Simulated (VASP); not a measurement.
KBr:

```
CELL_PARAMETERS angstrom
0.00000 3.30000 3.30000
3.30000 0.00000 3.30000
3.30000 3.30000 0.00000
ATOMIC_POSITIONS crystal
K 0.00000 0.00000 0.00000
Br 0.50000 0.50000 0.50000
```

| Quantity | Value |
| --- | --- |
| Program | VASP 6.6.1 |
| Task | relaxation of volume and atoms at fixed shape |
| Functional | PBE |
| Potentials or basis | VASP PAW PBE potentials, release 64 (K_sv, Br) |
| Cutoff | 600 eV |
| k mesh | 6 × 6 × 6 |
| Occupations | gaussian, width 0.01 eV |
| Spin | no spin polarisation |

At the start: pressure 0.8 GPa; volume 35.94 Å³/atom.

Problem. How do energy, volume and symmetry change on relaxing?

Solution. Over 3 steps the energy falls by 4.2 meV/atom and the volume is 37.66 Å³/atom (+4.8 %); space group Fm-3m (No. 225, to 0.05 Å).

Step by step:
| step | energy change (eV) | largest force (eV/Å) | pressure (GPa) | volume (Å³) |
| --- | --- | --- | --- | --- |
| 1 | 0.0000 | 0.0000 | 0.77 | 71.87 |
| 2 | -0.0063 | 0.0000 | 0.35 | 73.68 |
| 3 | -0.0084 | 0.0000 | 0.04 | 75.31 |

Final structure:
```cif
data_structure
_symmetry_space_group_name_H-M 'P 1'
_symmetry_Int_Tables_number 1
_cell_length_a 4.7401
_cell_length_b 4.7401
_cell_length_c 4.7401
_cell_angle_alpha 60.000
_cell_angle_beta 60.000
_cell_angle_gamma 60.000
_cell_volume 75.31
loop_
_atom_site_label
_atom_site_type_symbol
_atom_site_fract_x
_atom_site_fract_y
_atom_site_fract_z
_atom_site_occupancy
K1 K 0.00000 0.00000 0.00000 1
Br1 Br 0.50000 0.50000 0.50000 1
```
